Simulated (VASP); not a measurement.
# AlGaN2 (P-4m2) in VASP: notebook, part 2 of 2

VASP 6.6.1.

**4. Single point, r2SCAN (biaxial strain in the a-b plane: -2.0 %)**

The input, POSCAR:

```
AlGaN2
1.0
    3.0757558967      0.0000000000      0.0000000000
    0.0000000000      3.0757558967      0.0000000000
    0.0000000000      0.0000000000      4.4754250206
Al Ga N
1 1 2
Direct
    0.5000000000      0.5000000000      0.5000000000
    0.0000000000      0.0000000000      0.0000000000
    0.5000000000      0.0000000000      0.7390831718
    0.0000000000      0.5000000000      0.2609168282
```

The input, INCAR.step1:

```
SYSTEM = AlGaN2
PREC = Accurate ; ENCUT = 1460
ISMEAR = 0 ; SIGMA = 0.02
LREAL = .False. ; LASPH = .True.
NELM = 120 ; NBANDS = 21
GGA = PE ; ALGO = Normal
EDIFF = 1E-5 ; LWAVE = .True.
LCHARG = .False. ; GGA_COMPAT = .False.
```

The input, INCAR.step2:

```
SYSTEM = AlGaN2
PREC = Accurate ; ENCUT = 1460
EDIFF = 1E-6 ; ISMEAR = 0
SIGMA = 0.02 ; LREAL = .False.
LASPH = .True. ; NELM = 120
ALGO = Normal ; ISIF = 2
LWAVE = .False. ; LCHARG = .False.
METAGGA = R2SCAN ; LMIXTAU = .True.
NBANDS = 21 ; ISTART = 1
GGA_COMPAT = .False.
```

The input, KPOINTS:

```
regular mesh
0
Gamma
  8 8 6
  0 0 0
```

Potentials or basis: VASP PAW PBE potentials, release 64 (Al, Ga_d, N_h).

On the command line:

```bash
$ cat potpaw_PBE.64/Al/POTCAR potpaw_PBE.64/Ga_d/POTCAR potpaw_PBE.64/N_h/POTCAR > POTCAR
$ cp INCAR.step1 INCAR
$ mpirun -np 1 vasp_std > vasp.out
$ cp INCAR.step2 INCAR
$ mpirun -np 1 vasp_std > vasp.out
```

OUTCAR:

```text
SYSTEM = AlGaN2
   PREC = Accurate
   ENCUT = 1460
   EDIFF = 1E-6
   ISMEAR = 0
   LREAL = .False.
   LASPH = .True.
   NELM = 120
   ISIF = 2
   METAGGA = R2SCAN
   ISTART = 1

 ion  position               nearest neighbor table
   1  0.500  0.500  0.500-   3 1.87   4 1.87   3 1.87   4 1.87   2 3.12   2 3.12   2 3.12   2 3.12
                             2 3.12   2 3.12   2 3.12   2 3.12
   2  0.000  0.000  0.000-   3 1.93   4 1.93   4 1.93   3 1.93   1 3.12   1 3.12   1 3.12   1 3.12
                             1 3.12   1 3.12   1 3.12   1 3.12
   3  0.500  0.000  0.739-   1 1.87   1 1.87   2 1.93   2 1.93
   4  0.000  0.500  0.261-   1 1.87   1 1.87   2 1.93   2 1.93

  LATTYP: Found a simple tetragonal cell.
 ALAT       =     3.0757558967
 C/A-ratio  =     1.4550650867

  Lattice vectors:

 A1 = (   3.0757558967,   0.0000000000,   0.0000000000)
 A2 = (   0.0000000000,   3.0757558967,   0.0000000000)
 A3 = (   0.0000000000,   0.0000000000,   4.4754250206)

Analysis of symmetry for initial positions (statically):
=====================================================================
[... 176 lines left out ...]

 E-fermi :   6.1955     XC(G=0): -12.2200

 val. band max:        6.0621239107   @ k =   0.0000   0.0000   0.0000
 cond. band min:       9.6071097761   @ k =   0.0000   0.0000   0.0000
 fundamental gap:      3.5449858654
 Fermi energy:         6.1954889786

 k-point     1 :       0.0000    0.0000    0.0000
  band No.  band energies     occupation
      1     -10.4984      2.00000
      2      -8.8072      2.00000
      3      -7.2995      2.00000
      4      -7.2995      2.00000
      5      -7.2287      2.00000
      6      -7.0638      2.00000
[... 565 lines left out ...]
     20      19.3144      0.00000
     21      19.5236      0.00000

 [... further k-points ...]

------------------------ aborting loop because EDIFF is reached ----------------------------------------

  FORCE on cell =-STRESS in cart. coord.  units (eV):
  Direction    XX          YY          ZZ          XY          YZ          ZX
  --------------------------------------------------------------------------------------
  -------------------------------------------------------------------------------------
  Total        2.1139069      2.1139069      0.8660767      0.0000000      0.0000000     -0.0000000
  in kB       79.9941868     79.9941868     32.7739612      0.0000000      0.0000000     -0.0000000
  external PRESSURE =      64.2541116 kB  Pullay stress =       0.0000000 kB

 VOLUME and BASIS-vectors are now :
 -----------------------------------------------------------------------------
  energy-cutoff  :     1460.00
  volume of cell :       42.34
      direct lattice vectors                 reciprocal lattice vectors
     3.075755897  0.000000000  0.000000000     0.325123330  0.000000000  0.000000000
     0.000000000  3.075755897  0.000000000     0.000000000  0.325123330  0.000000000
     0.000000000  0.000000000  4.475425021     0.000000000  0.000000000  0.223442465

 POSITION                                       TOTAL-FORCE (eV/Angst)
 -----------------------------------------------------------------------------------
      1.53788      1.53788      2.23771        -0.000000      0.000000      0.000000
      0.00000      0.00000      0.00000         0.000000     -0.000000      0.000000
      1.53788      0.00000      3.30771        -0.000000     -0.000000     -0.046760
      0.00000      1.53788      1.16771        -0.000000     -0.000000      0.046760
 -----------------------------------------------------------------------------------
    total drift:                               -0.000000      0.000000     -0.000000

  FREE ENERGIE OF THE ION-ELECTRON SYSTEM (eV)
  ---------------------------------------------------
  free  energy   TOTEN  =       -41.0380345770 eV

  energy  without entropy=      -41.0380345770  energy(sigma->0) =      -41.03803458
```

It took 9.2 min on 1 thread of Intel Xeon Platinum 8488C (Sapphire Rapids), shared host; peak memory 0.49 GiB.

What came out:

```
Free energy            : -41.0380 eV
Pressure               : 6.4 GPa
Largest force          : 0.047 eV/Å
Band gap on the k mesh : 3.54 eV
```

Forces in eV/Å, atoms in the order of the input:
```
Al   0.000  0.000  0.000
Ga   0.000  0.000  0.000
N    0.000  0.000 -0.047
N    0.000  0.000  0.047
```

Levels at points of the mesh, in eV from the valence-band top:
```csv
k point,band 9,band 10,band 11,band 12,band 13,band 14,band 15,band 16,band 17,band 18
"(0.00, 0.00, 0.00)",-2.33,-2.33,-0.38,0.00,0.00,3.55,4.20,8.87,12.26,12.26
"(0.50, 0.00, 0.00)",-4.73,-3.23,-3.17,-0.99,-0.58,7.95,8.04,9.11,9.56,10.93
"(0.50, 0.50, 0.00)",-5.07,-2.55,-2.52,-2.52,-2.52,3.75,3.75,6.93,9.55,13.95
"(0.00, 0.00, 0.50)",-2.77,-1.61,-1.61,-0.94,-0.94,5.91,6.00,8.92,10.50,11.89
"(0.50, 0.00, 0.50)",-6.48,-1.10,-0.97,-0.84,-0.48,5.97,7.44,10.17,10.47,11.06
"(0.50, 0.50, 0.50)",-4.50,-4.19,-3.47,-3.38,-3.38,6.61,6.61,9.82,11.57,11.57
```

Caveat: the cell differs from its parent crystal (biaxial strain in the a-b plane: -2.0 %); the cell stands under pressure; the PAW data sets were made with another functional, which shifts forces and pressure a little. A k mesh can miss the band edges.

**5. Summary**

```tsv
cell	gap on the mesh (eV)	pressure (GPa)	largest force (eV/Å)
a = 3.013, b = 3.013, c = 4.528 Å, 4 atoms, atomic positions A	3.65	13.4	0.07
a = 2.950, b = 2.950, c = 4.681 Å, 4 atoms, atomic positions B	3.47	15.0	0.11
a = 3.076, b = 3.076, c = 4.475 Å, 4 atoms, atomic positions C	3.54	6.4	0.05
```

Alike in all rows: task single point; level r2SCAN; potentials or basis VASP PAW PBE potentials, release 64 (Al, Ga_d, N_h); no spin polarisation; k mesh 8 × 8 × 6; cutoff (eV) 1460; smearing gaussian 0.02 eV.

Caveats: the PAW data sets were made with another functional, which shifts forces and pressure a little; the stress differs along the axes, from 7 to 17 GPa (at least some runs); the stress differs along the axes, from 0 to 22 GPa (at least some runs); the cell stands under pressure (at least some runs).

Total energies depend on the potentials used, so only differences within one code and one set of settings carry meaning.
